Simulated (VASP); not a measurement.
# GaIr5 (P-3m1) in VASP: single point with PBE

Aim: the single point of GaIr5 with PBE.

Everything below comes from runs of VASP 6.6.1. Logs are shortened: lines on timing, memory, paths and dates and some standing lists are left out, and cuts for length are marked.

## (1) The cell of the first run

Symmetry: P-3m1, No. 164, trigonal system. The conventional cell has a = 2.759 Å, b = 2.759 Å, c = 13.163 Å, α = 90.00°, β = 90.00°, γ = 120.00°. Ga (site symmetry -3m) has 6 Ir at 2.64 Å and 6 Ga at 2.76 Å within 3.5 Å. Within 3.5 Å of Ir (site symmetry 3m) lie 3 Ga at 2.64 Å and 9 Ir at 2.76 to 2.77 Å. Within 3.6 Å of Ir (site symmetry 3m) lie 12 Ir at 2.73 to 2.77 Å. Ir (site symmetry -3m) has 12 Ir at 2.73 to 2.76 Å within 3.6 Å.

## (2) Single point, PBE

Contents of INCAR:

```
ALGO     = Normal         # electronic algorithm
EDIFF    = 1E-7           # SCF threshold, eV
ENCUT    = 520            # plane-wave cutoff, eV
GGA      = PE             # functional
ISIF     = 2              # what is computed and relaxed
ISMEAR   = 0              # smearing method
LASPH    = True           # aspherical terms in the spheres
LCHARG   = False          # write CHGCAR
LREAL    = False          # projectors in reciprocal space
LWAVE    = False          # write WAVECAR
NBANDS   = 38             # bands
NELM     = 60             # most SCF steps
PREC     = Accurate       # precision mode
SIGMA    = 0.2            # smearing width, eV
```

Contents of KPOINTS:

```
k-points
0
Gamma
  7 7 2
```

Contents of POSCAR:

```
GaIr5
1.0
    2.7594879437      0.0000000000      0.0000000000
   -1.3797439719      2.3897866607      0.0000000000
    0.0000000000      0.0000000000     13.1632781727
Ga Ir
1 5
Direct
    0.0000000000      0.0000000000      0.0000000000
    0.3333333333      0.6666666667      0.1596150929
    0.6666666667      0.3333333333      0.3313725390
    0.6666666667      0.3333333333      0.8403849071
    0.3333333333      0.6666666667      0.6686274610
    0.0000000000      0.0000000000      0.5000000000
```

Potentials or basis: VASP PAW PBE potentials, release 64 (Ga_d, Ir).

On the command line:

```bash
$ cat potpaw_PBE.64/Ga_d/POTCAR potpaw_PBE.64/Ir/POTCAR > POTCAR
$ mpirun -np 1 vasp_std > vasp.out
```

OUTCAR:

```text
EDIFF = 1E-7
   ENCUT = 520
   GGA = PE
   ISIF = 2
   ISMEAR = 0
   LASPH = True
   LREAL = False
   NELM = 60
   PREC = Accurate

 ion  position               nearest neighbor table
   1  0.000  0.000  0.000-   2 2.64   4 2.64   4 2.64   2 2.64   4 2.64   2 2.64
   2  0.333  0.667  0.160-   1 2.64   1 2.64   1 2.64   3 2.77   3 2.77   3 2.77
   3  0.667  0.333  0.331-   6 2.73   6 2.73   6 2.73   2 2.77   2 2.77   2 2.77
   4  0.667  0.333  0.840-   1 2.64   1 2.64   1 2.64   5 2.77   5 2.77   5 2.77
   5  0.333  0.667  0.669-   6 2.73   6 2.73   6 2.73   4 2.77   4 2.77   4 2.77
   6  0.000  0.000  0.500-   3 2.73   5 2.73   3 2.73   5 2.73   3 2.73   5 2.73

  LATTYP: Found a hexagonal cell.
 ALAT       =     2.7594879437
 C/A-ratio  =     4.7701886876

  Lattice vectors:

 A1 = (   2.7594879437,   0.0000000000,   0.0000000000)
 A2 = (  -1.3797439719,   2.3897866607,   0.0000000000)
 A3 = (   0.0000000000,   0.0000000000,  13.1632781727)

Analysis of symmetry for initial positions (statically):
=====================================================================
 Subroutine PRICEL returns:
 Original cell was already a primitive cell.

 Routine SETGRP: Setting up the symmetry group for a
 hexagonal supercell.

 Subroutine GETGRP returns: Found 12 space group operations
 (whereof 12 operations were pure point group operations)
 out of a pool of 24 trial point group operations.

The static configuration has the point symmetry D_3d.

Analysis of symmetry for dynamics (positions and initial velocities):
=====================================================================
 Subroutine PRICEL returns:
 Original cell was already a primitive cell.

 Routine SETGRP: Setting up the symmetry group for a
 hexagonal supercell.

 Subroutine GETGRP returns: Found 12 space group operations
 (whereof 12 operations were pure point group operations)
 out of a pool of 24 trial point group operations.

The dynamic configuration has the point symmetry D_3d.

 Subroutine INISYM returns: Found 12 space group operations
 (whereof 12 operations are pure point group operations),
 and found     1 'primitive' translations

----------------------------------------------------------------------------------------

                                     Primitive cell

  volume of cell :      86.8064

  direct lattice vectors                    reciprocal lattice vectors
     2.759487944  0.000000000  0.000000000     0.362386073  0.209223697  0.000000000
    -1.379743972  2.389786661  0.000000000     0.000000000  0.418447394  0.000000000
     0.000000000  0.000000000 13.163278173     0.000000000  0.000000000  0.075968918

  length of vectors
     2.759487944  2.759487944 13.163278173     0.418447394  0.418447394  0.075968918

  position of ions in fractional coordinates (direct lattice)
     0.000000000  0.000000000  0.000000000
     0.333333333  0.666666667  0.159615093
     0.666666667  0.333333333  0.331372539
     0.666666667  0.333333333  0.840384907
     0.333333333  0.666666667  0.668627461
     0.000000000  0.000000000  0.500000000

  ion indices of the primitive-cell ions
   primitive index   ion index
                 1           1
                 2           2
                 3           3
                 4           4
                 5           5
                 6           6

----------------------------------------------------------------------------------------

 KPOINTS: k-points

Automatic generation of k-mesh.
 Grid dimensions read from file:
 generate k-points for:    7    7    2

 Generating k-lattice:

  Cartesian coordinates                     Fractional coordinates (reciprocal lattice)
     0.051769439  0.029889100  0.000000000     0.142857143  0.000000000  0.000000000
     0.000000000  0.059778199  0.000000000     0.000000000  0.142857143  0.000000000
     0.000000000  0.000000000  0.037984459     0.000000000  0.000000000  0.500000000

  Length of vectors
     0.059778199  0.059778199  0.037984459

  Shift w.r.t. Gamma in fractional coordinates (k-lattice)
     0.000000000  0.000000000  0.000000000

 Subroutine IBZKPT returns following result:
 ===========================================

 Found     16 irreducible k-points:

 Following reciprocal coordinates:
            Coordinates               Weight
  0.000000  0.000000  0.000000      1.000000
  0.142857  0.000000  0.000000      6.000000
  0.285714  0.000000  0.000000      6.000000
  0.428571  0.000000  0.000000      6.000000
  0.142857  0.142857  0.000000      6.000000
  0.285714  0.142857  0.000000     12.000000
[... 8 lines left out ...]
  0.428571  0.142857  0.500000      6.000000
  0.285714  0.285714  0.500000      6.000000
   k-points           NKPTS =     16   k-points in BZ     NKDIM =     16   number of bands    NBANDS=     38
   number of dos      NEDOS =    301   number of ions     NIONS =      6
   total plane-waves  NPLWV =  56448
   dimension x,y,z NGX =    24 NGY =   24 NGZ =   98
   dimension x,y,z NGXF=    48 NGYF=   48 NGZF=  196
   ions per type =               1   5
   NGX,Y,Z   is equivalent  to a cutoff of  14.46, 14.46, 12.38 a.u.
   NGXF,Y,Z  is equivalent  to a cutoff of  28.92, 28.92, 24.75 a.u.
 SYSTEM =  unknown system
   PREC   = accura    normal or accurate (medium, high low for compatibility)
   ISTART =      0    job   : 0-new  1-cont  2-samecut
   ICHARG =      2    charge: 1-file 2-atom 10-const
   ISPIN  =      1    spin polarized calculation?
   LNONCOLLINEAR =      F non collinear calculations
   LSORBIT =      F    spin-orbit coupling
   LASPH  =      T    aspherical Exc in radial PAW
   ENCUT  =  520.0 eV  38.22 Ry    6.18 a.u.   5.13  5.13 24.47*2*pi/ulx,y,z
   NELM   =     60;   NELMIN=  2; NELMDL= -5     # of ELM steps
   EDIFF  = 0.1E-06   stopping-criterion for ELM
   LREAL  =      F    real-space projection
   EDIFFG = 0.1E-05   stopping-criterion for IOM
   NSW    =      0    number of steps for IOM
   IBRION =     -1    ionic relax: 0-MD 1-quasi-New 2-CG
   NFREE  =      0    steps in history (QN), initial steepest desc. (CG)
   ISIF   =      2    stress and relaxation
   ISYM   =      2    0-nonsym 1-usesym 2-fastsym
   POTIM  = 0.5000    time-step for ionic-motion
   TEBEG  =    0.0;   TEEND  =   0.0 temperature during run
   PSTRESS=    0.0 pullay stress
   NELECT =      58.0000    total number of electrons
   NUPDOWN=      -1.0000    fix difference up-down
   EMIN   =  10.00;   EMAX   =-10.00  energy-range for DOS
   EFERMI =   0.00;   METHOD = LEGACY
   ISMEAR =     0;   SIGMA  =   0.20  broadening in eV -4-tet -1-fermi 0-gaus
   EFERMI_NEDOS =   21; number of points for ismear=-14 and -15
   IALGO  =     38    algorithm
   IMIX   =      4    mixing-type and parameters
     AMIX     =   0.40;   BMIX     =  1.00
     AMIX_MAG =   1.60;   BMIX_MAG =  1.00
  volume/ion in A,a.u.               =      14.47        97.63
  Fermi-wavevector in a.u.,A,eV,Ry     =   1.431200  2.704575 27.869260  2.048333
  Thomas-Fermi vector in A             =   2.550962
   LORBIT       =      0    0 simple, 1 ext, 2 COOP (PROOUT), +10 PAW based schemes
   GGA     = PE    functional components
   LHFCALC =     F    Hartree Fock is set to
   AEXX    =    0.0000 exact exchange contribution
   IVDW    =     0    specifies the selected vdW correction
   LEPSILON=     F    determine dielectric tensor
   LRPA    =     F    only Hartree local field effects (RPA)
 non-spin polarized calculation
 Gauss-broadening in eV      SIGMA  =   0.20
  energy-cutoff  :      520.00
  volume of cell :       86.81
 maximum number of plane-waves:      2357
 NGX is ok and might be reduce to    24
   NGX = 11   NGY = 11   NGZ = 49

 number of electron      57.9999997 magnetization

 Free energy of the ion-electron system (eV)
  ---------------------------------------------------
  ext. energy  EPLUGINS =         0.00000000
  ---------------------------------------------------
  free energy    TOTEN  =       -47.69794697 eV

  energy without entropy =      -47.60976033  energy(sigma->0) =      -47.65385365

 E-fermi :   9.6114     XC(G=0): -13.6167

 val. band max:        9.5762506132   @ k =   0.2857   0.2857   0.0000
 cond. band min:       9.6175726370   @ k =   0.2857   0.0000   0.0000
 fundamental gap:      0.0413220238
 Fermi energy:         9.6113541302

 k-point     1 :       0.0000    0.0000    0.0000
  band No.  band energies     occupation
      1      -5.6811      2.00000
      2      -5.6317      2.00000
      3      -5.6317      2.00000
      4      -5.3531      2.00000
      5      -5.3531      2.00000
      6      -2.3354      2.00000
[... 30 lines left out ...]
     37      14.7780      0.00000
     38      19.4194      0.00000

 k-point     2 :       0.1429    0.0000    0.0000
  band No.  band energies     occupation
      1      -5.6799      2.00000
      2      -5.6024      2.00000
      3      -5.5649      2.00000
      4      -5.4147      2.00000
      5      -5.3643      2.00000
      6      -1.7670      2.00000
[... 30 lines left out ...]
     37      14.9267      0.00000
     38      19.0203      0.00000

 k-point     3 :       0.2857    0.0000    0.0000
  band No.  band energies     occupation
      1      -5.7695      2.00000
      2      -5.5433      2.00000
      3      -5.4723      2.00000
      4      -5.4162      2.00000
      5      -5.3847      2.00000
      6      -0.1966      2.00000
[... 30 lines left out ...]
     37      15.2274      0.00000
     38      15.6953      0.00000

 k-point     4 :       0.4286    0.0000    0.0000
  band No.  band energies     occupation
      1      -5.8452      2.00000
      2      -5.6386      2.00000
      3      -5.4128      2.00000
      4      -5.3874      2.00000
      5      -5.2814      2.00000
      6       1.7791      2.00000
[... 30 lines left out ...]
     37      15.4405      0.00000
     38      16.2116      0.00000
[... 375 lines left out ...]
      4      -5.4312      2.00000
      5      -5.3365      2.00000
      6       1.2186      2.00000
[... 30 lines left out ...]
     37      14.7250      0.00000
     38      15.7150      0.00000

 k-point    15 :       0.4286    0.1429    0.5000
  band No.  band energies     occupation
      1      -5.7761      2.00000
      2      -5.6305      2.00000
      3      -5.4528      2.00000
      4      -5.3803      2.00000
      5      -5.3302      2.00000
      6       2.6272      2.00000
[... 30 lines left out ...]
     37      14.3762      0.00000
     38      14.8386      0.00000

 k-point    16 :       0.2857    0.2857    0.5000
  band No.  band energies     occupation
      1      -5.6303      2.00000
      2      -5.5824      2.00000
      3      -5.5154      2.00000
      4      -5.4770      2.00000
      5      -5.3720      2.00000
      6       3.0582      2.00000
[... 30 lines left out ...]
     37      15.5276      0.00000
     38      15.6965      0.00000

------------------------ aborting loop because EDIFF is reached ----------------------------------------

  FORCE on cell =-STRESS in cart. coord.  units (eV):
  Direction    XX          YY          ZZ          XY          YZ          ZX
  --------------------------------------------------------------------------------------
  -------------------------------------------------------------------------------------
  Total        0.2656947      0.2656947      0.2386980     -0.0000000      0.0000000     -0.0000000
  in kB        4.9039028      4.9039028      4.4056258     -0.0000000      0.0000000     -0.0000000
  external PRESSURE =       4.7378105 kB  Pullay stress =       0.0000000 kB

 VOLUME and BASIS-vectors are now :
 -----------------------------------------------------------------------------
  energy-cutoff  :      520.00
  volume of cell :       86.81
      direct lattice vectors                 reciprocal lattice vectors
     2.759487944  0.000000000  0.000000000     0.362386073  0.209223697  0.000000000
    -1.379743972  2.389786661  0.000000000     0.000000000  0.418447394  0.000000000
     0.000000000  0.000000000 13.163278173     0.000000000  0.000000000  0.075968918

 POSITION                                       TOTAL-FORCE (eV/Angst)
 -----------------------------------------------------------------------------------
      0.00000      0.00000      0.00000         0.000000      0.000000     -0.000000
     -0.00000      1.59319      2.10106         0.000000     -0.000000      0.004149
      1.37974      0.79660      4.36195         0.000000      0.000000      0.001524
      1.37974      0.79660     11.06222        -0.000000      0.000000     -0.004149
     -0.00000      1.59319      8.80133        -0.000000      0.000000     -0.001524
      0.00000      0.00000      6.58164         0.000000      0.000000     -0.000000
 -----------------------------------------------------------------------------------
    total drift:                                0.000000     -0.000000      0.000000

  FREE ENERGIE OF THE ION-ELECTRON SYSTEM (eV)
  ---------------------------------------------------
  free  energy   TOTEN  =       -47.6979469677 eV

  energy  without entropy=      -47.6097603319  energy(sigma->0) =      -47.65385365
```

It took 81 s on 1 thread of Intel Xeon Platinum 8259CL at 2.50GHz (Skylake/Cascade Lake), shared host; peak memory 0.24 GiB.

What came out:

```yaml
Free_energy: -47.6979 eV
Pressure: 0.5 GPa
Largest_force: 0.004 eV/Å
Band_gap_on_the_k_mesh: zero (band 29 reaches 10.33 eV, above the bottom of band 30 at 8.45 eV)
```

Forces on the atoms (eV/Å):
```
Ga   0.000  0.000  0.000
Ir   0.000  0.000  0.004
Ir   0.000  0.000  0.002
Ir   0.000  0.000 -0.004
Ir   0.000  0.000 -0.002
Ir   0.000  0.000  0.000
```

Caveat: the k points lie up to 0.38 Å⁻¹ apart; spin-orbit coupling is left out, which moves the levels of the heavy elements.
